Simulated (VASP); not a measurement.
# SnH2Br2 (I4/mmm) in VASP: notebook

The runs below take SnH2Br2 through relaxation of cell and atoms, single point, with PBE.

Everything below comes from runs of VASP 6.6.1. Logs are shortened: lines on timing, memory, paths and dates and some standing lists are left out, and cuts for length are marked.

**1. The cell of the first run**

Symmetry: I4/mmm, No. 139, tetragonal system. Conventional cell: a = 4.557 Å, b = 4.557 Å, c = 10.897 Å, α = 90.00°, β = 90.00°, γ = 90.00°. Sn (site symmetry 4/mmm) has 8 H at 3.55 Å and 10 Br at 3.58 to 3.90 Å and 4 Sn at 4.56 Å within 4.7 Å. Within 3.4 Å of H (site symmetry -4m2) lie 4 Br at 2.56 Å and 4 H at 3.22 Å. Br (site symmetry 4mm) has 4 H at 2.56 Å and 1 Br at 3.10 Å within 3.4 Å.

The cell was generated, and may not be a known phase.

**2. Relaxation of cell and atoms, PBE**

INCAR

```
PREC = Accurate
ENCUT = 600
EDIFF = 1E-6
ISMEAR = 0
SIGMA = 0.1
LREAL = F
LASPH = T
NELM = 100
ALGO = Normal
ISIF = 3
LWAVE = F
LCHARG = F
GGA = PE
IBRION = 2
NSW = 90
EDIFFG = -0.04
```

KPOINTS

```
regular mesh
0
Gamma
  6 6 6
```

POSCAR

```
SnH2Br2
1.0
   -2.2785714300      2.2785714300      5.4486493000
    2.2785714300     -2.2785714300      5.4486493000
    2.2785714300      2.2785714300     -5.4486493000
Sn H Br
1 2 2
Direct
    0.0000000000      0.0000000000      0.0000000000
    0.7500000000      0.2500000000      0.5000000000
    0.2500000000      0.7500000000      0.5000000000
    0.6421839600      0.6421839600      0.0000000000
    0.3578160400      0.3578160400      0.0000000000
```

Potentials or basis: VASP PAW PBE potentials, release 64 (Sn_d, H, Br).

Command:

```console
> cat potpaw_PBE.64/Sn_d/POTCAR potpaw_PBE.64/H/POTCAR potpaw_PBE.64/Br/POTCAR > POTCAR
> mpirun -np 1 vasp_std > vasp.out
```

OUTCAR:

```text
PREC = Accurate
   ENCUT = 600
   EDIFF = 1E-6
   ISMEAR = 0
   LREAL = F
   LASPH = T
   NELM = 100
   ISIF = 3
   GGA = PE
   IBRION = 2
   NSW = 90
   EDIFFG = -0.04

 ion  position               nearest neighbor table
   1  0.000  0.000  0.000-
   2  0.750  0.250  0.500-
   3  0.250  0.750  0.500-
   4  0.642  0.642  0.000-
   5  0.358  0.358  0.000-

  LATTYP: Found a body centered tetragonal cell.
 ALAT       =     4.5571428600
 C/A-ratio  =     2.3912567446

  Lattice vectors:

 A1 = (  -2.2785714300,   2.2785714300,   5.4486493000)
 A2 = (   2.2785714300,  -2.2785714300,   5.4486493000)
 A3 = (   2.2785714300,   2.2785714300,  -5.4486493000)

Analysis of symmetry for initial positions (statically):
=====================================================================
 Subroutine PRICEL returns:
 Original cell was already a primitive cell.

 Routine SETGRP: Setting up the symmetry group for a
 body centered tetragonal supercell.

 Subroutine GETGRP returns: Found 16 space group operations
 (whereof 16 operations were pure point group operations)
 out of a pool of 16 trial point group operations.

The static configuration has the point symmetry D_4h.

Analysis of symmetry for dynamics (positions and initial velocities):
=====================================================================
 Subroutine PRICEL returns:
 Original cell was already a primitive cell.

 Routine SETGRP: Setting up the symmetry group for a
 body centered tetragonal supercell.

 Subroutine GETGRP returns: Found 16 space group operations
 (whereof 16 operations were pure point group operations)
 out of a pool of 16 trial point group operations.

The dynamic configuration has the point symmetry D_4h.

 Subroutine INISYM returns: Found 16 space group operations
 (whereof 16 operations are pure point group operations),
 and found     1 'primitive' translations

----------------------------------------------------------------------------------------

                                     Primitive cell

  volume of cell :     113.1551

  direct lattice vectors                    reciprocal lattice vectors
    -2.278571430  2.278571430  5.448649300     0.000000000  0.219435737  0.091765862
     2.278571430 -2.278571430  5.448649300     0.219435737  0.000000000  0.091765862
     2.278571430  2.278571430 -5.448649300     0.219435737  0.219435737  0.000000000

  length of vectors
     6.330209690  6.330209690  6.330209690     0.237850827  0.237850827  0.310328995

  position of ions in fractional coordinates (direct lattice)
     0.000000000  0.000000000  0.000000000
     0.750000000  0.250000000  0.500000000
     0.250000000  0.750000000  0.500000000
     0.642183960  0.642183960  0.000000000
     0.357816040  0.357816040  0.000000000

  ion indices of the primitive-cell ions
   primitive index   ion index
                 1           1
                 2           2
                 3           3
                 4           4
                 5           5

----------------------------------------------------------------------------------------

 KPOINTS: regular mesh

Automatic generation of k-mesh.
 Grid dimensions read from file:
 generate k-points for:    6    6    6

 Generating k-lattice:

  Cartesian coordinates                     Fractional coordinates (reciprocal lattice)
     0.000000000  0.036572623  0.015294310     0.166666667  0.000000000  0.000000000
     0.036572623  0.000000000  0.015294310     0.000000000  0.166666667  0.000000000
     0.036572623  0.036572623  0.000000000     0.000000000  0.000000000  0.166666667

  Length of vectors
     0.039641805  0.039641805  0.051721499

  Shift w.r.t. Gamma in fractional coordinates (k-lattice)
     0.000000000  0.000000000  0.000000000

 Subroutine IBZKPT returns following result:
 ===========================================

 Found     30 irreducible k-points:

 Following reciprocal coordinates:
            Coordinates               Weight
  0.000000  0.000000  0.000000      1.000000
  0.166667  0.000000  0.000000      8.000000
  0.333333 -0.000000  0.000000      8.000000
  0.500000  0.000000  0.000000      4.000000
  0.166667  0.166667  0.000000      8.000000
  0.333333  0.166667  0.000000     16.000000
[... 16 lines left out ...]
 -0.333333 -0.333333  0.166667      8.000000
 -0.166667 -0.333333  0.166667      8.000000
 [... further k-points ...]
   k-points           NKPTS =     30   k-points in BZ     NKDIM =     30   number of bands    NBANDS=     19
   number of dos      NEDOS =    301   number of ions     NIONS =      5
   total plane-waves  NPLWV = 157464
   dimension x,y,z NGX =    54 NGY =   54 NGZ =   54
   dimension x,y,z NGXF=   108 NGYF=  108 NGZF=  108
   ions per type =               1   2   2
   NGX,Y,Z   is equivalent  to a cutoff of  14.18, 14.18, 14.18 a.u.
   NGXF,Y,Z  is equivalent  to a cutoff of  28.36, 28.36, 28.36 a.u.
 SYSTEM =  unknown system
   PREC   = accura    normal or accurate (medium, high low for compatibility)
   ISTART =      0    job   : 0-new  1-cont  2-samecut
   ICHARG =      2    charge: 1-file 2-atom 10-const
   ISPIN  =      1    spin polarized calculation?
   LNONCOLLINEAR =      F non collinear calculations
   LSORBIT =      F    spin-orbit coupling
   LASPH  =      T    aspherical Exc in radial PAW
   ENCUT  =  600.0 eV  44.10 Ry    6.64 a.u.  12.64 12.64 12.64*2*pi/ulx,y,z
   NELM   =    100;   NELMIN=  2; NELMDL= -5     # of ELM steps
   EDIFF  = 0.1E-05   stopping-criterion for ELM
   LREAL  =      F    real-space projection
   EDIFFG = -.4E-01   stopping-criterion for IOM
   NSW    =     90    number of steps for IOM
   IBRION =      2    ionic relax: 0-MD 1-quasi-New 2-CG
   NFREE  =      1    steps in history (QN), initial steepest desc. (CG)
   ISIF   =      3    stress and relaxation
   ISYM   =      2    0-nonsym 1-usesym 2-fastsym
   POTIM  = 0.5000    time-step for ionic-motion
   TEBEG  =    0.0;   TEEND  =   0.0 temperature during run
   PSTRESS=    0.0 pullay stress
   NELECT =      30.0000    total number of electrons
   NUPDOWN=      -1.0000    fix difference up-down
   EMIN   =  10.00;   EMAX   =-10.00  energy-range for DOS
   EFERMI =   0.00;   METHOD = LEGACY
   ISMEAR =     0;   SIGMA  =   0.10  broadening in eV -4-tet -1-fermi 0-gaus
   EFERMI_NEDOS =   21; number of points for ismear=-14 and -15
   IALGO  =     38    algorithm
   IMIX   =      4    mixing-type and parameters
     AMIX     =   0.40;   BMIX     =  1.00
     AMIX_MAG =   1.60;   BMIX_MAG =  1.00
  volume/ion in A,a.u.               =      22.63       152.72
  Fermi-wavevector in a.u.,A,eV,Ry     =   1.051697  1.987419 15.048942  1.106066
  Thomas-Fermi vector in A             =   2.186750
   LORBIT       =      0    0 simple, 1 ext, 2 COOP (PROOUT), +10 PAW based schemes
   GGA     = PE    functional components
   LHFCALC =     F    Hartree Fock is set to
   AEXX    =    0.0000 exact exchange contribution
   IVDW    =     0    specifies the selected vdW correction
   LEPSILON=     F    determine dielectric tensor
   LRPA    =     F    only Hartree local field effects (RPA)
 conjugate gradient relaxation of ions
 non-spin polarized calculation
 Gauss-broadening in eV      SIGMA  =   0.10
  energy-cutoff  :      600.00
  volume of cell :      113.16
 maximum number of plane-waves:      3797
 NGX is ok and might be reduce to    54
   NGX = 25   NGY = 25   NGZ = 25

--------------------------------------- Ionic step        1  -------------------------------------------

 number of electron      30.0000000 magnetization

 Free energy of the ion-electron system (eV)
  ---------------------------------------------------
  ext. energy  EPLUGINS =         0.00000000
  ---------------------------------------------------
  free energy    TOTEN  =       -10.07174036 eV

  energy without entropy =      -10.05560738  energy(sigma->0) =      -10.06367387

------------------------ aborting loop because EDIFF is reached ----------------------------------------

  FORCE on cell =-STRESS in cart. coord.  units (eV):
  Direction    XX          YY          ZZ          XY          YZ          ZX
  --------------------------------------------------------------------------------------
  -------------------------------------------------------------------------------------
  Total       -4.2158959     -4.2158959     -1.9213296      0.0000000      0.0000000      0.0000000
  in kB      -59.6934007    -59.6934007    -27.2043477      0.0000000      0.0000000      0.0000000
  external PRESSURE =     -48.8637164 kB  Pullay stress =       0.0000000 kB
[... 98 lines left out ...]
  FREE ENERGIE OF THE ION-ELECTRON SYSTEM (eV)
  ---------------------------------------------------
  free  energy   TOTEN  =       -10.7765000806 eV

  energy  without entropy=      -10.7545654437  energy(sigma->0) =      -10.76553276

[... ionic steps 4 to 14 ...]

--------------------------------------- Ionic step       15  -------------------------------------------

 number of electron      29.9999994 magnetization

------------------------ aborting loop because EDIFF is reached ----------------------------------------

  FORCE on cell =-STRESS in cart. coord.  units (eV):
  Direction    XX          YY          ZZ          XY          YZ          ZX
  --------------------------------------------------------------------------------------
  -------------------------------------------------------------------------------------
  Total       -1.3447908     -1.3447908     -0.9640961      0.0000000      0.0000000     -0.0000000
  in kB      -21.7488924    -21.7488924    -15.5920328      0.0000000      0.0000000     -0.0000000
  external PRESSURE =     -19.6966058 kB  Pullay stress =       0.0000000 kB
[... 63 lines left out ...]
  energy  without entropy=      -11.4625003212  energy(sigma->0) =      -11.46490278

--------------------------------------- Ionic step       17  -------------------------------------------

 number of electron      29.9999987 magnetization

 Free energy of the ion-electron system (eV)
  ---------------------------------------------------
  ext. energy  EPLUGINS =         0.00000000
  ---------------------------------------------------
  free energy    TOTEN  =       -11.46779555 eV

  energy without entropy =      -11.46301705  energy(sigma->0) =      -11.46540630

 E-fermi :   4.2416     XC(G=0):  -9.2547

 val. band max:        4.2351907230   @ k =  -0.1667   0.3333   0.1667
 cond. band min:       4.2779185804   @ k =  -0.3333   0.3333   0.0000
 fundamental gap:      0.0427278574
 Fermi energy:         4.2415701540

 k-point     1 :       0.0000    0.0000    0.0000
  band No.  band energies     occupation
      1     -17.7092      2.00000
      2     -17.6015      2.00000
      3     -17.6015      2.00000
      4     -17.5273      2.00000
      5     -17.4023      2.00000
      6     -12.8630      2.00000
[... 11 lines left out ...]
     18       8.6500      0.00000
     19       8.6500      0.00000
[... 489 lines left out ...]
      3     -17.6007      2.00000
      4     -17.5055      2.00000
      5     -17.4103      2.00000
      6     -12.6749      2.00000
[... 11 lines left out ...]
     18       7.6499      0.00000
     19       8.8780      0.00000

 [... further k-points ...]

------------------------ aborting loop because EDIFF is reached ----------------------------------------

  FORCE on cell =-STRESS in cart. coord.  units (eV):
  Direction    XX          YY          ZZ          XY          YZ          ZX
  --------------------------------------------------------------------------------------
  -------------------------------------------------------------------------------------
  Total        0.0589007      0.0589007     -0.0339596      0.0000000      0.0000000     -0.0000000
  in kB        1.0004326      1.0004326     -0.5768059      0.0000000      0.0000000     -0.0000000
  external PRESSURE =       0.4746864 kB  Pullay stress =       0.0000000 kB
[... 20 lines left out ...]
  FREE ENERGIE OF THE ION-ELECTRON SYSTEM (eV)
  ---------------------------------------------------
  free  energy   TOTEN  =       -11.4677955470 eV

  energy  without entropy=      -11.4630170547  energy(sigma->0) =      -11.46540630

 reached required accuracy - stopping structural energy minimisation
```

Run time: 16 min. Hardware: 1 thread of Intel Xeon 6975P-C (Granite Rapids), shared host; peak memory 0.46 GiB.

What came out:

```yaml
Free_energy: -11.4678 eV
Relaxed_volume: 18.87 Å³/atom
Relaxed_cell: a = 8.352 Å, b = 8.352 Å, c = 8.352 Å, α = 156.26°, β = 156.26°, γ = 33.82°
Space_group_after_relaxing_to_0.1_Å: I4/mmm (No. 139)
Energy_gained_by_relaxing: 279.2 meV/atom
Ionic_steps: 17
Pressure_after_relaxing: 0.0 GPa
Largest_force_after_relaxing: 0.036 eV/Å
Band_gap_on_the_k_mesh: zero (bands 15 and 16 overlap by 1.47 eV)
```

Forces on the atoms (eV/Å):
```
Sn   0.000  0.000  0.000
H    0.000  0.000  0.000
H    0.000  0.000  0.000
Br   0.000  0.000  0.036
Br   0.000  0.000 -0.036
```

The path:
```tsv
step	energy change (eV)	largest force (eV/Å)	pressure (GPa)	volume (Å³)
1	0.0000	0.9524	-4.89	113.16
2	-0.4066	0.7630	-3.58	102.21
3	-0.7048	0.4510	-0.30	89.00
4	-0.7260	0.2898	1.95	83.76
5	-0.7283	0.3374	1.27	85.11
6	-0.8099	0.0393	0.87	85.60
7	-0.8919	0.3469	0.60	86.30
8	-0.9068	0.8232	2.54	86.76
9	-1.0044	0.6563	1.27	89.97
10	-1.1850	0.0180	-2.10	99.32
11	-1.1948	0.2791	-3.28	103.39
12	-1.1972	0.1570	-2.84	101.75
13	-1.2592	0.3547	-3.07	102.46
14	-1.2796	0.4754	-3.16	102.79
15	-1.3570	0.3090	-1.97	99.07
16	-1.3956	0.0724	-0.23	94.89
17	-1.3961	0.0364	0.05	94.33
```

Final structure:
```cif
data_structure
_symmetry_space_group_name_H-M 'P 1'
_symmetry_Int_Tables_number 1
_cell_length_a 8.3521
_cell_length_b 8.3521
_cell_length_c 8.3521
_cell_angle_alpha 156.261
_cell_angle_beta 156.261
_cell_angle_gamma 33.821
_cell_volume 94.33
loop_
_atom_site_label
_atom_site_type_symbol
_atom_site_fract_x
_atom_site_fract_y
_atom_site_fract_z
_atom_site_occupancy
Sn1 Sn 0.00000 0.00000 0.00000 1
H1 H 0.75000 0.25000 0.50000 1
H2 H 0.25000 0.75000 0.50000 1
Br1 Br 0.67350 0.67350 0.00000 1
Br2 Br 0.32650 0.32650 0.00000 1
```

Levels at points of the mesh, in eV from the Fermi level:
```tsv
k point	band 11	band 12	band 13	band 14	band 15	band 16	band 17	band 18	band 19
(0.00, 0.00, 0.00)	-3.04	-3.04	-1.97	-1.97	-1.67	1.06	2.67	4.41	4.41
(0.50, 0.00, 0.00)	-4.10	-3.28	-2.13	-2.13	-1.77	0.24	1.12	2.53	5.75
(0.50, 0.50, 0.00)	-4.33	-4.19	-3.66	-3.60	-1.28	-0.72	1.42	1.43	2.29
(0.50, 0.50, 0.50)	-3.06	-2.49	-1.94	-1.94	-1.67	-0.73	4.04	4.30	4.30
```

Caveat: the volume moved by over 15 % at a fixed basis, so the end points are rough; spin-orbit coupling is left out, which moves the levels of the heavy elements.

(Part 1 of 2 ends here.)

The gap in the log of VASP goes by the Fermi energy; the results here count the filled bands.